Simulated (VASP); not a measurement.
# WC in VASP: single point with PBE

Aim: the single point of WC with PBE.

Everything below comes from runs of VASP 6.6.1. Logs are shortened: lines on timing, memory, paths and dates and some standing lists are left out, and cuts for length are marked.

### Step 1. The cell of the first run

The cell holds a slab with vacuum, 24 atoms: a = 5.778 Å, b = 5.778 Å, c = 19.067 Å, α = 90.00°, β = 90.00°, γ = 120.00°.

### Step 2. Single point, PBE

Input file INCAR:

```
SYSTEM = WC
PREC = Accurate
ENCUT = 520
EDIFF = 1E-7
ISMEAR = -1
SIGMA = 0.05
LREAL = Auto
LASPH = .TRUE.
NELM = 100
ALGO = Normal
ISIF = 2
LWAVE = .FALSE.
LCHARG = .TRUE.
GGA = PE
LELF = .TRUE.
LVHAR = .TRUE.
NBANDS = 126
```

Input file KPOINTS:

```
regular mesh
0
G
  3 3 1
  0 0 0
```

Input file POSCAR:

```
WC
1.0
    5.7780000000      0.0000000000      0.0000000000
   -2.8890000000      5.0038950000      0.0000000000
    0.0000000000      0.0000000000     19.0675000000
W C
12 12
Direct
    0.0000000000      0.0000000000      0.0524452603
   -0.0159070933     -0.0124303168      0.2025068834
   -0.0036535913     -0.0210835759      0.3622708798
   -0.0000047463      0.4999905074      0.0524452603
   -0.0262993990      0.4893188206      0.2035400551
   -0.0213587674      0.4393177715      0.3608810804
    0.5000000000      0.0000000000      0.0524452603
    0.4822210704     -0.0124702856      0.2014789563
    0.5154134350     -0.0264593881      0.3592814999
    0.4999952537      0.4999905074      0.0524452603
    0.4976586643      0.5014094021      0.1987360692
    0.4767856592      0.4940351466      0.3523744592
    0.3333350820      0.1666701639      0.1265766356
    0.3559795759      0.1511422602      0.2725003278
    0.3817905036      0.1677693077      0.4160062934
    0.3333303357      0.6666606713      0.1265766356
    0.3469067165      0.6532111485      0.2632804510
    0.3184344676      0.6580873500      0.4143175561
    0.8333350820      0.1666701639      0.1265766356
    0.8570417990      0.1471054049      0.2798531533
    0.8152809668      0.1318772676      0.4331349154
    0.8333303357      0.6666606713      0.1265766356
    0.8467453715      0.6849064579      0.2782011276
    0.8174362902      0.6013315627      0.4072846467
```

Potentials or basis: VASP PAW PBE potentials, release 64 (W_sv, C).

On the command line:

```sh
cat potpaw_PBE.64/W_sv/POTCAR potpaw_PBE.64/C/POTCAR > POTCAR
mpirun -np 1 vasp_std > vasp.out
```

OUTCAR:

```text
SYSTEM = WC
   PREC = Accurate
   ENCUT = 520
   EDIFF = 1E-7
   ISMEAR = -1
   LREAL = Auto
   LASPH = .TRUE.
   NELM = 100
   ISIF = 2
   GGA = PE

 ion  position               nearest neighbor table
   1  0.000  0.000  0.052-  19 2.19  13 2.19  22 2.19   2 2.86  10 2.89   4 2.89   7 2.89   7 2.89
                             4 2.89  10 2.89
   2  0.984  0.988  0.203-  20 2.06  23 2.09  22 2.16  19 2.20  13 2.27  14 2.29  11 2.81   5 2.85
                             1 2.86   8 2.88   8 2.90   5 2.93  11 2.97   3 3.05
   3  0.996  0.979  0.362-  24 2.08  21 2.15  23 2.18  15 2.18  20 2.20  14 2.48   6 2.71   9 2.76
                            12 2.89  12 2.91   9 3.02   2 3.05   6 3.07
   4  1.000  0.500  0.052-  19 2.19  22 2.19  16 2.19   5 2.88   7 2.89   1 2.89  10 2.89  10 2.89
                             7 2.89   1 2.89
   5  0.974  0.489  0.204-  23 2.16  22 2.17  19 2.19  17 2.19  20 2.27  16 2.32  11 2.79   2 2.85
                             8 2.87   4 2.88   8 2.91   2 2.93  11 2.99   6 3.02
   6  0.979  0.439  0.361-  24 1.84  18 2.00  21 2.07  20 2.13  23 2.48  17 2.62   9 2.68   3 2.71
                            12 2.74   5 3.02   3 3.07  12 3.07   9 3.09
   7  0.500  0.000  0.052-  13 2.19  19 2.19  16 2.19   8 2.84  10 2.89   4 2.89   1 2.89   1 2.89
                            10 2.89   4 2.89
   8  0.482  0.988  0.201-  14 1.99  17 2.05  16 2.15  13 2.18  19 2.26  20 2.40   7 2.84  11 2.85
                             5 2.87   2 2.88   2 2.90   5 2.91  11 2.93   9 3.02
   9  0.515  0.974  0.359-  18 1.91  15 1.97  21 2.06  20 2.28  14 2.36  17 2.43  12 2.67   6 2.68
[... 5 lines left out ...]
  12  0.477  0.494  0.352-  18 2.00  24 2.03  15 2.07  17 2.23  14 2.31  23 2.33   9 2.67   6 2.74
                             3 2.89   3 2.91  11 2.93   6 3.07   9 3.13
  13  0.333  0.167  0.127-  11 2.17   8 2.18  10 2.19   7 2.19   1 2.19   2 2.27
  14  0.356  0.151  0.273-   8 1.99  11 2.26   2 2.29  12 2.31   9 2.36   3 2.48
  15  0.382  0.168  0.416-   9 1.97  12 2.07   3 2.18
  16  0.333  0.667  0.127-  11 2.15   8 2.15  10 2.19   4 2.19   7 2.19   5 2.32
  17  0.347  0.653  0.263-  11 1.95   8 2.05   5 2.19  12 2.23   9 2.43   6 2.62
  18  0.318  0.658  0.414-   9 1.91  12 2.00   6 2.00
  19  0.833  0.167  0.127-   5 2.19   4 2.19   1 2.19   7 2.19   2 2.20   8 2.26
  20  0.857  0.147  0.280-   2 2.06   6 2.13   3 2.20   5 2.27   9 2.28   8 2.40
  21  0.815  0.132  0.433-   9 2.06   6 2.07   3 2.15
  22  0.833  0.667  0.127-   2 2.16   5 2.17  11 2.17   4 2.19  10 2.19   1 2.19
  23  0.847  0.685  0.278-   2 2.09   5 2.16   3 2.18  11 2.31  12 2.33   6 2.48
  24  0.817  0.601  0.407-   6 1.84  12 2.03   3 2.08

  LATTYP: Found a hexagonal cell.
 ALAT       =     5.7780000000
 C/A-ratio  =     3.3000173070

  Lattice vectors:

 A1 = (   5.7780000000,   0.0000000000,   0.0000000000)
 A2 = (  -2.8890000000,   5.0038950000,   0.0000000000)
 A3 = (   0.0000000000,   0.0000000000,  19.0675000000)

Analysis of symmetry for initial positions (statically):
=====================================================================
[... 162 lines left out ...]
   EFERMI =   0.00;   METHOD = LEGACY
   ISMEAR =    -1;   SIGMA  =   0.05  broadening in eV -4-tet -1-fermi 0-gaus
   EFERMI_NEDOS =   21; number of points for ismear=-14 and -15
   IALGO  =     38    algorithm
   IMIX   =      4    mixing-type and parameters
     AMIX     =   0.40;   BMIX     =  1.00
     AMIX_MAG =   1.60;   BMIX_MAG =  1.00
  volume/ion in A,a.u.               =      22.97       155.01
  Fermi-wavevector in a.u.,A,eV,Ry     =   1.197934  2.263767 19.524987  1.435046
  Thomas-Fermi vector in A             =   2.333836
   LORBIT       =      0    0 simple, 1 ext, 2 COOP (PROOUT), +10 PAW based schemes
   GGA     = PE    functional components
   LHFCALC =     F    Hartree Fock is set to
   AEXX    =    0.0000 exact exchange contribution
   IVDW    =     0    specifies the selected vdW correction
   LEPSILON=     F    determine dielectric tensor
   LRPA    =     F    only Hartree local field effects (RPA)
 non-spin polarized calculation
  energy-cutoff  :      520.00
  volume of cell :      551.29
 maximum number of plane-waves:     14891
 NGX is ok and might be reduce to    48
   NGX = 21   NGY = 21   NGZ = 71

 number of electron     215.9999994 magnetization

 Free energy of the ion-electron system (eV)
  ---------------------------------------------------
  ext. energy  EPLUGINS =         0.00000000
  ---------------------------------------------------
  free energy    TOTEN  =      -247.79131459 eV

  energy without entropy =     -247.75830866  energy(sigma->0) =     -247.77481162

 E-fermi :   2.1721     XC(G=0):  -7.2915

 val. band max:        2.0568499751   @ k =   0.0000   0.0000   0.0000
 cond. band min:       2.2012064045   @ k =   0.3333  -0.0000   0.0000
 fundamental gap:      0.1443564293
 Fermi energy:         2.1721006884

 k-point     1 :       0.0000    0.0000    0.0000
  band No.  band energies     occupation
      1     -72.1496      2.00000
      2     -72.0245      2.00000
      3     -71.9586      2.00000
      4     -71.9144      2.00000
      5     -71.9092      2.00000
      6     -71.9078      2.00000
[... 604 lines left out ...]
    119       4.0089      0.00000
    120       4.0576      0.00000
 [bands above 120 left out]

------------------------ aborting loop because EDIFF is reached ----------------------------------------

  FORCE on cell =-STRESS in cart. coord.  units (eV):
  Direction    XX          YY          ZZ          XY          YZ          ZX
  --------------------------------------------------------------------------------------
  -------------------------------------------------------------------------------------
  Total       22.8372279     23.9874034     -5.9795625     -5.6566747      7.0487988     -9.6863305
  in kB       66.3704081     69.7130912    -17.3780288    -16.4396402     20.4854833    -28.1507770
  external PRESSURE =      39.5684902 kB  Pullay stress =       0.0000000 kB

 VOLUME and BASIS-vectors are now :
 -----------------------------------------------------------------------------
  energy-cutoff  :      520.00
  volume of cell :      551.29
      direct lattice vectors                 reciprocal lattice vectors
     5.778000000  0.000000000  0.000000000     0.173070267  0.099922161  0.000000000
    -2.889000000  5.003895000  0.000000000     0.000000000  0.199844321  0.000000000
     0.000000000  0.000000000 19.067500000     0.000000000  0.000000000  0.052445260

 POSITION                                       TOTAL-FORCE (eV/Angst)
 -----------------------------------------------------------------------------------
      0.00000      0.00000      1.00000        -0.101023      0.097645      0.857962
      2.83300      4.94169      3.86130         2.525701      1.493873     -0.482965
      2.92880      4.89839      6.90760         2.183657     -0.373961      0.104455
      4.33350      2.50190      1.00000        -0.049319     -0.157226      0.908234
      4.21240      2.44850      3.88100         3.626236      0.278855      0.105218
      4.38540      2.19830      6.88110         1.542470      2.706535     -1.086887
[... 16 lines left out ...]
      2.91380      3.42720      5.30460        -0.628099     -2.134152     -0.112598
      2.98590      3.00900      7.76590        -3.035197      2.099446      2.188461
 -----------------------------------------------------------------------------------
    total drift:                                0.007037      0.003284      0.068209

  FREE ENERGIE OF THE ION-ELECTRON SYSTEM (eV)
  ---------------------------------------------------
  free  energy   TOTEN  =      -247.7913145856 eV

  energy  without entropy=     -247.7583086558  energy(sigma->0) =     -247.77481162
```

It took 24 min on 1 thread of Intel Xeon Platinum 8259CL at 2.50GHz (Skylake/Cascade Lake), shared host; peak memory 0.78 GiB.

Results:

```yaml
Free_energy: -247.7913 eV
Largest_force: 4.793 eV/Å
Band_gap_on_the_k_mesh: zero (bands 108 and 109 overlap by 0.87 eV)
```

Forces on the atoms (eV/Å):
```
W   -0.101  0.098  0.858
W    2.526  1.494 -0.483
W    2.184 -0.374  0.104
W   -0.049 -0.157  0.908
W    3.626  0.279  0.105
W    1.542  2.707 -1.087
W   -0.116 -0.068  0.543
W    2.685  0.745 -0.597
W   -3.041  1.529 -0.906
W   -0.114 -0.118  0.318
W    1.515 -1.959  0.439
W    4.065 -2.537 -0.124
C   -0.634 -0.504 -1.144
C   -2.779  0.967  2.002
C   -2.436 -0.096 -0.934
C   -0.926 -0.442 -1.253
C   -2.512  0.280  3.341
C    0.220 -1.697  0.652
C   -0.422 -0.338 -0.616
C   -2.285  0.223 -0.428
C    0.932  0.034 -2.603
C   -0.216 -0.030 -1.172
C   -0.628 -2.134 -0.113
C   -3.035  2.099  2.188
```

Levels at points of the mesh, in eV from the Fermi level:
```
           k point  band 105  band 106  band 107  band 108  band 109  band 110  band 111  band 112
(0.00, 0.00, 0.00)     -0.12      0.08      0.43      0.47      0.49      0.54      0.84      0.98
```

Caveat: the k points lie up to 0.42 Å⁻¹ apart, too coarse for converged energies and pressures of a metal; the atoms stand as in a frame of molecular dynamics; there is no dipole correction, which matters where the two faces differ; spin-orbit coupling is left out, which moves the levels of the heavy elements.

The gap in the log of VASP goes by the Fermi energy; the results here count the filled bands.